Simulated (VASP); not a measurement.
# Fe (Fm-3m) in VASP: notebook

Fe is run at these levels: PBE; tasks: single point.

Everything below comes from runs of VASP 6.6.1. Logs are shortened: lines on timing, memory, paths and dates and some standing lists are left out, and cuts for length are marked.

## (1) The cell of the first run

It takes space group Fm-3m (No. 225, cubic). The conventional cell has a = 3.509 Å, b = 3.509 Å, c = 3.509 Å, α = 90.00°, β = 90.00°, γ = 90.00°. Within 3.3 Å of Fe (site symmetry m-3m) lie 12 Fe at 2.48 Å.

## (2) Single point, PBE

File INCAR:

```
  ALGO = Normal
  EDIFF = 1E-6
  ENCUT = 520
  GGA = PE
  ISIF = 2
  ISMEAR = -1
  LASPH = True
  LCHARG = False
  LREAL = False
  LWAVE = False
  NBANDS = 15
  NELM = 80
  PREC = Accurate
  SIGMA = 0.1
```

File KPOINTS:

```
k-points
0
Gamma
  12 12 6
```

File POSCAR:

```
Fe
1.0
    0.0000000000      1.7545000000      1.7545000000
    1.7545000000      0.0000000000      1.7545000000
    3.5090000000      3.5090000000      0.0000000000
Fe
2
Direct
    0.0000000000      0.0000000000      0.0000000000
    0.0000000000      0.0000000000      0.5000000000
```

Potentials or basis: VASP PAW PBE potentials, release 64 (Fe).

Started as:

```bash
> cat potpaw_PBE.64/Fe/POTCAR > POTCAR
> mpirun -np 1 vasp_std > vasp.out
```

OUTCAR:

```text
EDIFF = 1E-6
   ENCUT = 520
   GGA = PE
   ISIF = 2
   ISMEAR = -1
   LASPH = True
   LREAL = False
   NELM = 80
   PREC = Accurate

 ion  position               nearest neighbor table
   1  0.000  0.000  0.000-   2 2.48   2 2.48   2 2.48   2 2.48   2 2.48   2 2.48
   2  0.000  0.000  0.500-   1 2.48   1 2.48   1 2.48   1 2.48   1 2.48   1 2.48

  LATTYP: Found a trigonal (rhomboedric) cell.
 ALAT       =     4.2976297537
 COS(alpha) =     0.8333333333

  Lattice vectors:

 A1 = (   3.5090000000,   1.7545000000,  -1.7545000000)
 A2 = (   1.7545000000,   1.7545000000,  -3.5090000000)
 A3 = (   1.7545000000,   3.5090000000,  -1.7545000000)

Analysis of symmetry for initial positions (statically):
=====================================================================
 Subroutine PRICEL returns following result:

  LATTYP: Found a face centered cubic cell.
 ALAT       =     3.5090000000

  Lattice vectors:

 A1 = (   0.0000000000,   1.7545000000,   1.7545000000)
 A2 = (   1.7545000000,   0.0000000000,   1.7545000000)
 A3 = (   1.7545000000,   1.7545000000,   0.0000000000)

   2 primitive cells build up your supercell.

 Routine SETGRP: Setting up the symmetry group for a
 trigonal (rhombohedral) supercell.

 Subroutine GETGRP returns: Found 12 space group operations
 (whereof 12 operations were pure point group operations)
 out of a pool of 12 trial point group operations.

The static configuration has the point symmetry D_3d.

Analysis of symmetry for dynamics (positions and initial velocities):
=====================================================================
 Subroutine PRICEL returns following result:

  LATTYP: Found a face centered cubic cell.
 ALAT       =     3.5090000000

  Lattice vectors:

 A1 = (   0.0000000000,   1.7545000000,   1.7545000000)
 A2 = (   1.7545000000,   0.0000000000,   1.7545000000)
 A3 = (   1.7545000000,   1.7545000000,   0.0000000000)

   2 primitive cells build up your supercell.

 Routine SETGRP: Setting up the symmetry group for a
 trigonal (rhombohedral) supercell.

 Subroutine GETGRP returns: Found 12 space group operations
 (whereof 12 operations were pure point group operations)
 out of a pool of 12 trial point group operations.

The dynamic configuration has the point symmetry D_3d.

 Subroutine INISYM returns: Found 12 space group operations
 (whereof 12 operations are pure point group operations),
 and found     2 'primitive' translations

----------------------------------------------------------------------------------------

                                     Primitive cell

  volume of cell :      10.8017

  direct lattice vectors                    reciprocal lattice vectors
     0.000000000  1.754500000  1.754500000    -0.284981476  0.284981476  0.284981476
     1.754500000  0.000000000  1.754500000     0.284981476 -0.284981476  0.284981476
     1.754500000  1.754500000  0.000000000     0.284981476  0.284981476 -0.284981476

  length of vectors
     2.481237695  2.481237695  2.481237695     0.493602396  0.493602396  0.493602396

  position of ions in fractional coordinates (direct lattice)
     0.000000000  0.000000000  0.000000000

  ion indices of the primitive-cell ions
   primitive index   ion index
                 1           1

----------------------------------------------------------------------------------------

 KPOINTS: k-points

Automatic generation of k-mesh.
 Grid dimensions read from file:
 generate k-points for:   12   12    6

 Generating k-lattice:

  Cartesian coordinates                     Fractional coordinates (reciprocal lattice)
    -0.023748456  0.023748456  0.023748456     0.083333333  0.000000000  0.000000000
     0.023748456 -0.023748456  0.023748456     0.000000000  0.083333333  0.000000000
     0.023748456  0.023748456 -0.023748456     0.000000000  0.000000000  0.166666667

  Length of vectors
     0.041133533  0.041133533  0.041133533

  Shift w.r.t. Gamma in fractional coordinates (k-lattice)
     0.000000000  0.000000000  0.000000000

 -----------------------------------------------------------------------------
|                                                                             |
|           W    W    AA    RRRRR   N    N  II  N    N   GGGG   !!!           |
|           W    W   A  A   R    R  NN   N  II  NN   N  G    G  !!!           |
|           W    W  A    A  R    R  N N  N  II  N N  N  G       !!!           |
|           W WW W  AAAAAA  RRRRR   N  N N  II  N  N N  G  GGG   !            |
|           WW  WW  A    A  R   R   N   NN  II  N   NN  G    G                |
|           W    W  A    A  R    R  N    N  II  N    N   GGGG   !!!           |
|                                                                             |
|     Your reciprocal lattice and k-lattice belong to different lattice       |
|     classes:                                                                |
|                                                                             |
|        The reciprocal lattice is rhombohedral (trigonal),                   |
|        whereas your k-lattice is body-centered cubic.                       |
|                                                                             |
|     Results are often still useful ...                                      |
|                                                                             |
 -----------------------------------------------------------------------------

 Subroutine IBZKPT returns following result:
 ===========================================

 Found     98 irreducible k-points:

 Following reciprocal coordinates:
            Coordinates               Weight
  0.000000  0.000000  0.000000      1.000000
  0.083333  0.000000  0.000000      6.000000
  0.166667  0.000000  0.000000      6.000000
  0.250000  0.000000  0.000000      6.000000
  0.333333  0.000000  0.000000      6.000000
  0.416667  0.000000  0.000000      6.000000
[... 16 lines left out ...]
  0.500000  0.166667  0.000000     12.000000
 -0.416667  0.166667  0.000000     12.000000
 [... further k-points ...]
   k-points           NKPTS =     98   k-points in BZ     NKDIM =     98   number of bands    NBANDS=     15
   number of dos      NEDOS =    301   number of ions     NIONS =      2
   total plane-waves  NPLWV =  12960
   dimension x,y,z NGX =    18 NGY =   18 NGZ =   40
   dimension x,y,z NGXF=    36 NGYF=   36 NGZF=   80
   ions per type =               2
   NGX,Y,Z   is equivalent  to a cutoff of  12.06, 12.06, 13.40 a.u.
   NGXF,Y,Z  is equivalent  to a cutoff of  24.12, 24.12, 26.80 a.u.
 SYSTEM =  unknown system
   PREC   = accura    normal or accurate (medium, high low for compatibility)
   ISTART =      0    job   : 0-new  1-cont  2-samecut
   ICHARG =      2    charge: 1-file 2-atom 10-const
   ISPIN  =      1    spin polarized calculation?
   LNONCOLLINEAR =      F non collinear calculations
   LSORBIT =      F    spin-orbit coupling
   LASPH  =      T    aspherical Exc in radial PAW
   ENCUT  =  520.0 eV  38.22 Ry    6.18 a.u.   4.61  4.61  9.23*2*pi/ulx,y,z
   NELM   =     80;   NELMIN=  2; NELMDL= -5     # of ELM steps
   EDIFF  = 0.1E-05   stopping-criterion for ELM
   LREAL  =      F    real-space projection
   EDIFFG = 0.1E-04   stopping-criterion for IOM
   NSW    =      0    number of steps for IOM
   IBRION =     -1    ionic relax: 0-MD 1-quasi-New 2-CG
   NFREE  =      0    steps in history (QN), initial steepest desc. (CG)
   ISIF   =      2    stress and relaxation
   ISYM   =      2    0-nonsym 1-usesym 2-fastsym
   POTIM  = 0.5000    time-step for ionic-motion
   TEBEG  =    0.0;   TEEND  =   0.0 temperature during run
   PSTRESS=    0.0 pullay stress
   NELECT =      16.0000    total number of electrons
   NUPDOWN=      -1.0000    fix difference up-down
   EMIN   =  10.00;   EMAX   =-10.00  energy-range for DOS
   EFERMI =   0.00;   METHOD = LEGACY
   ISMEAR =    -1;   SIGMA  =   0.10  broadening in eV -4-tet -1-fermi 0-gaus
   EFERMI_NEDOS =   21; number of points for ismear=-14 and -15
   IALGO  =     38    algorithm
   IMIX   =      4    mixing-type and parameters
     AMIX     =   0.40;   BMIX     =  1.00
     AMIX_MAG =   1.60;   BMIX_MAG =  1.00
  volume/ion in A,a.u.               =      10.80        72.89
  Fermi-wavevector in a.u.,A,eV,Ry     =   1.481181  2.799026 29.849782  2.193897
  Thomas-Fermi vector in A             =   2.595123
   LORBIT       =      0    0 simple, 1 ext, 2 COOP (PROOUT), +10 PAW based schemes
   GGA     = PE    functional components
   LHFCALC =     F    Hartree Fock is set to
   AEXX    =    0.0000 exact exchange contribution
   IVDW    =     0    specifies the selected vdW correction
   LEPSILON=     F    determine dielectric tensor
   LRPA    =     F    only Hartree local field effects (RPA)
 non-spin polarized calculation
  energy-cutoff  :      520.00
  volume of cell :       21.60
 maximum number of plane-waves:       598
   NGX =  9   NGY =  9   NGZ = 19

 number of electron      15.9999992 magnetization

 Free energy of the ion-electron system (eV)
  ---------------------------------------------------
  ext. energy  EPLUGINS =         0.00000000
  ---------------------------------------------------
  free energy    TOTEN  =       -16.16669034 eV

  energy without entropy =      -16.05379987  energy(sigma->0) =      -16.11024511

 E-fermi :   6.2191     XC(G=0): -13.4544

 val. band max:        6.2016478930   @ k =   0.0833   0.0833   0.0000
 cond. band min:       6.2310679591   @ k =   0.3333   0.0000   0.1667
 fundamental gap:      0.0294200662
 Fermi energy:         6.2190527186

 k-point     1 :       0.0000    0.0000    0.0000
  band No.  band energies     occupation
      1      -2.3143      2.00000
      2       1.6711      2.00000
      3       4.6246      2.00000
      4       4.6246      2.00000
      5       4.7089      2.00000
      6       4.7089      2.00000
      7       4.7089      2.00000
      8       6.1402      1.37511
      9       6.1402      1.37511
     10       6.4157      0.24553
     11       7.1258      0.00023
     12       7.1258      0.00023
     13      14.0264      0.00000
     14      27.6810      0.00000
     15      29.0826      0.00000

 k-point     2 :       0.0833    0.0000    0.0000
  band No.  band energies     occupation
      1      -2.0321      2.00000
      2       1.8416      2.00000
      3       4.4413      2.00000
      4       4.6094      2.00000
      5       4.7673      2.00000
      6       4.7861      2.00000
      7       4.7861      2.00000
      8       5.5204      1.99815
      9       6.1051      1.51533
     10       6.1051      1.51533
     11       7.1350      0.00021
     12       8.1203      0.00000
     13      14.2176      0.00000
     14      26.9552      0.00000
     15      28.6101      0.00000

 k-point     3 :       0.1667    0.0000    0.0000
  band No.  band energies     occupation
      1      -1.2257      2.00000
      2       2.2583      2.00000
      3       3.8902      2.00000
      4       4.3775      2.00000
      5       4.7362      2.00000
      6       4.9393      1.99999
      7       4.9393      1.99999
      8       5.1731      1.99994
      9       6.0791      1.60436
     10       6.0791      1.60436
     11       7.1608      0.00016
     12       9.2347      0.00000
     13      14.8913      0.00000
     14      24.7404      0.00000
     15      25.7881      0.00000
[... 343 lines left out ...]
 k-point    23 :       0.5000    0.1667    0.0000
  band No.  band energies     occupation
      1       2.1261      2.00000
      2       2.2583      2.00000
      3       2.7597      2.00000
      4       3.8902      2.00000
      5       4.7362      2.00000
      6       5.1731      1.99994
      7       5.5102      1.99833
      8       6.4313      0.21384
      9       7.1608      0.00016
     10       7.2441      0.00007
     11       9.2347      0.00000
     12      10.0632      0.00000
     13      14.8913      0.00000
     14      18.1109      0.00000
     15      19.7711      0.00000

 k-point    24 :      -0.4167    0.1667    0.0000
  band No.  band energies     occupation
      1       2.1722      2.00000
      2       2.3276      2.00000
      3       2.7559      2.00000
      4       3.9780      2.00000
      5       4.8163      2.00000
      6       5.1099      1.99997
      7       5.4489      1.99910
      8       6.5781      0.05369
      9       6.9476      0.00137
     10       7.2733      0.00005
     11       9.7187      0.00000
     12      11.4183      0.00000
     13      14.3431      0.00000
     14      17.6298      0.00000
     15      18.6047      0.00000

 [... further k-points ...]
[... 5 lines left out ...]
  --------------------------------------------------------------------------------------
  -------------------------------------------------------------------------------------
  Total       -1.7673415     -1.7673415     -1.7673415     -0.0000396      0.0000396      0.0000396
  in kB     -131.0723101   -131.0723101   -131.0723101     -0.0029339      0.0029339      0.0029339
  external PRESSURE =    -131.0723101 kB  Pullay stress =       0.0000000 kB

 VOLUME and BASIS-vectors are now :
 -----------------------------------------------------------------------------
  energy-cutoff  :      520.00
  volume of cell :       21.60
      direct lattice vectors                 reciprocal lattice vectors
     0.000000000  1.754500000  1.754500000    -0.284981476  0.284981476  0.284981476
     1.754500000  0.000000000  1.754500000     0.284981476 -0.284981476  0.284981476
     3.509000000  3.509000000  0.000000000     0.142490738  0.142490738 -0.142490738

 POSITION                                       TOTAL-FORCE (eV/Angst)
 -----------------------------------------------------------------------------------
      0.00000      0.00000      0.00000        -0.000000      0.000000     -0.000000
      1.75450      1.75450      0.00000         0.000000      0.000000      0.000000
 -----------------------------------------------------------------------------------
    total drift:                               -0.000000     -0.000000      0.000000

  FREE ENERGIE OF THE ION-ELECTRON SYSTEM (eV)
  ---------------------------------------------------
  free  energy   TOTEN  =       -16.1666903399 eV

  energy  without entropy=      -16.0537998734  energy(sigma->0) =      -16.11024511
```

Run time: 18 s. Hardware: 1 thread of AMD EPYC 9R14 (Zen 4), shared host; peak memory 0.12 GiB.

Results:

```
Free energy            : -16.1667 eV
Pressure               : -13.1 GPa
Band gap on the k mesh : zero (band 8 reaches 7.13 eV, above the bottom of band 9 at 5.57 eV)
```

Caveat: the run has no spin polarisation, though such a crystal can be magnetic. Spin polarisation is off, so any magnetic state and its effect on volume and gap are missing.

(Part 1 of 2 ends here.)
